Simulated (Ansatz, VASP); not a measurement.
MoS2 in VASP and in Ansatz

```
Mo S
1.0
     3.16900    0.00000    0.00000
    -1.58450    2.74443    0.00000
     0.00000    0.00000   12.32400
Mo S
2 4
Direct
  0.33333 0.66667 0.25000
  0.66667 0.33333 0.75000
  0.33333 0.66667 0.62300
  0.66667 0.33333 0.12300
  0.33333 0.66667 0.87700
  0.66667 0.33333 0.37700
```

Alike in both runs: task single point; functional PBE; dispersion D3(BJ); k mesh 6 × 6 × 2; occupations gaussian, width 0.1 eV; collinear spin.

|  | VASP | Ansatz |
| --- | --- | --- |
| version | VASP 6.6.1 | Ansatz 0.2.0 |
| potentials or method | VASP PAW PBE potentials, release 64 (Mo_sv, S), cutoff 500 eV | scalar-relativistic, plane waves, PAW |
| valence electrons in the cell | 52 | 52 |

```tsv
	VASP	Ansatz	Ansatz less VASP
gap on the k mesh at the Fermi level (eV)	0.90	0.89	-0.014
least direct gap on the mesh (eV)	1.66	1.65	-0.004
pressure (GPa)	-2.0	-1.9	+0.12
traceless stress, the component that is largest in VASP (GPa)	0.27	0.30	+0.038
rms of the force components (eV/Å)	0.033	0.027	-0.0060
net moment per atom (μB)	0.00	0.00	0.000
```

Atom by atom the forces differ by 0.006 eV/Å (rms over components). Ansatz's warnings: seeded moment not kept.
